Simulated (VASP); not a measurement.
SiC, 4 atoms in the cell. The structure is orthorhombic, space group C222_1 (No. 20). Conventional cell: a = 4.329 Å, b = 4.632 Å, c = 4.329 Å, α = 90.00°, β = 90.00°, γ = 90.00°. Within 2.5 Å of Si (site symmetry 2) lie 4 C at 1.90 to 1.94 Å. Within 2.5 Å of C (site symmetry 2) lie 4 Si at 1.90 to 1.94 Å.  This cell differs from its parent crystal: atoms displaced along a vibrational mode, the cell strained.

* Program: VASP 6.6.1
* Task: single point
* Functional: LDA
* Potentials or basis: VASP PAW LDA potentials, release 64 (Si, C)
* Cutoff: 600 eV
* k mesh: 10 × 10 × 6
* Occupations: gaussian, width 0.05 eV
* Spin: no spin polarisation
* Dipole correction: no
* Further INCAR settings: ALGO = Normal; EDIFF = 1e-06; NBANDS = 16

Potentials or basis: VASP PAW LDA potentials, release 64 (Si, C).

Command:

```console
$ cat potpaw_LDA.64/Si/POTCAR potpaw_LDA.64/C/POTCAR > POTCAR
$ mpirun -np 1 vasp_std > vasp.out
```

Hardware: 1 thread of Intel(R) Xeon(R) 6975P-C (Granite Rapids), with other jobs on the host.

**Question.** How long does it take, and how much memory?

**Answer.** Run time: 30 s on 1 thread of Intel(R) Xeon(R) 6975P-C (Granite Rapids), on a shared host, peak memory 0.2 GiB. Counts: scf iterations 12, k points 124.
